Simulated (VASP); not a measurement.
Write the native input for VASP 6.6.1 that does the following.

```
Task                   : single point
Functional             : PBE
Potentials or basis    : VASP PAW PBE potentials, release 64 (Fe, O)
Cutoff                 : 520 eV
k mesh                 : 11 × 11 × 11
Occupations            : fermi-dirac, width 0.05 eV
Spin                   : no spin polarisation
Dipole correction      : no
Further INCAR settings : ALGO = Normal; EDIFF = 1e-06; NBANDS = 14
```

The structure of FeO (Wuestite) lies in POSCAR:

```
FeO
1.0
    0.0000000000      2.1554000000      2.1554000000
    2.1554000000      0.0000000000      2.1554000000
    2.1554000000      2.1554000000      0.0000000000
Fe O
1 1
Direct
    0.0000000000      0.0000000000      0.0000000000
    0.5000000000      0.5000000000      0.5000000000
```

The input as run:

INCAR

```
PREC     = Accurate       # precision mode
ENCUT    = 520            # plane-wave cutoff, eV
EDIFF    = 1E-6           # SCF threshold, eV
ISMEAR   = -1             # smearing method
SIGMA    = 0.05           # smearing width, eV
LREAL    = False          # projectors in reciprocal space
LASPH    = True           # aspherical terms in the spheres
NELM     = 100            # most SCF steps
ALGO     = Normal         # electronic algorithm
ISIF     = 2              # what is computed and relaxed
LWAVE    = False          # write WAVECAR
LCHARG   = False          # write CHGCAR
GGA      = PE             # functional
NBANDS   = 14             # bands
```

KPOINTS

```
regular mesh
0
Gamma
  11 11 11
```

Potentials or basis: VASP PAW PBE potentials, release 64 (Fe, O).

The run is started by

```sh
$ cat potpaw_PBE.64/Fe/POTCAR potpaw_PBE.64/O/POTCAR > POTCAR
$ mpirun -np 1 vasp_std > vasp.out
```

It gave:

```
Pressure               : -25.4 GPa
Band gap on the k mesh : zero (band 7 reaches 5.53 eV, above the bottom of band 8 at 4.71 eV)
```

Caveat: the run has no spin polarisation, though such a crystal can be magnetic; semilocal functionals often make such compounds metallic where correlation or magnetic order opens a gap, which also shifts bond lengths.

Run time: 40 s on 1 thread of AMD EPYC 7R13 (shared host), peak memory 0.12 GiB.
